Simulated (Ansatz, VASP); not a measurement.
Ca: VASP beside Ansatz

The input INCAR:

```
ALGO = Normal
EDIFF = 1E-6
ENCUT = 500
GGA = PE
GGA_COMPAT = F
ISIF = 2
ISMEAR = 0
LASPH = T
LCHARG = F
LREAL = F
LWAVE = F
NBANDS = 11
NELM = 120
PREC = Accurate
SIGMA = 0.1
```

Contents of KPOINTS:

```
k-points
0
Gamma
  6 6 6
```

POSCAR

```
Ca
1.0
   -2.2555036908      2.2555036908      2.2462062601
    2.2555036908     -2.2555036908      2.2462062601
    2.2555036908      2.2555036908     -2.2462062601
Ca
1
Direct
    0.5000000000      0.5000000000      0.0000000000
```

Input for Ansatz:

```yaml
crystal:
  lattice:
    - [-2.2555036908, 2.2555036908, 2.2462062601]
    - [2.2555036908, -2.2555036908, 2.2462062601]
    - [2.2555036908, 2.2555036908, -2.2462062601]
  atoms:
    - { symbol: Ca, position: [0.5, 0.5, 0.0] }
basis:
  ecutwfc: 420
kpoints:
  mp_grid: { grid: [6, 6, 6] }
hamiltonian:
  xc: pbe
scf:
  occupations: { method: gaussian, width: 0.1 }
  eigensolver: { mixed_precision: false }
  max_iter: 54
output:
  forces: true
  stress: true
  eigenvalues: true
```

Alike in both runs: task single point; functional PBE; k mesh 6 × 6 × 6; occupations gaussian, width 0.1 eV; no spin polarisation.

|  | VASP | Ansatz |
| --- | --- | --- |
| version | VASP 6.6.1 | Ansatz 0.2.0 |
| potentials or method | VASP PAW PBE potentials, release 64 (Ca_sv), cutoff 500 eV | scalar-relativistic, plane waves, PAW |
| valence electrons in the cell | 10 | 10 |

|  | VASP | Ansatz | Ansatz less VASP |
| --- | --- | --- | --- |
| gap on the k mesh at the Fermi level (eV) | none | none | - |
| pressure (GPa) | -1.1 | -1.1 | -0.01 |

A gap of «none» marks a metal or a gap that the smearing closes. With one functional, cell and mesh, what is left measures potentials, basis and numerics.
